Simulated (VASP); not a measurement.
Runs of VASP 6.6.1 on BP. The structure is that of space group F-43m (No. 216), or close to it. The cells are those of the table. 

```csv
task,level,cell,cutoff (eV),gap on the mesh (eV),pressure (GPa),relaxed volume (Å³/atom)
single point,PBE+D4,"a = 3.185 Å, angles 60.0°, 2 atoms",520,(b),(a),-
relaxation of cell and atoms,revPBE+D3(BJ),"relaxed from a = 3.209 Å, angles 60.0°, 2 atoms",600,(c),0.0,11.25
single point,revPBE+D3(BJ),"a = 3.171 Å, angles 60.0°, 2 atoms",520,1.23,-0.5,-
relaxation of cell and atoms,PBE,"relaxed from a = 3.209 Å, angles 60.0°, 2 atoms",600,1.28,0.0,11.75
single point,PBE,"a = 3.216 Å, angles 60.0°, 2 atoms",520,1.28,-0.2,-
```

Alike in all rows: potentials or basis VASP PAW PBE potentials, release 64 (B, P); no spin polarisation; k mesh 8 × 8 × 8; smearing gaussian 0.01 eV.

Problem. Estimate the missing entries.

Solution. (a) -0.3; (b) 1.24; (c) 1.22.

Caveats: the PAW data sets were made with another functional, which shifts forces and pressure a little (some runs).

A k mesh can miss the band edges.
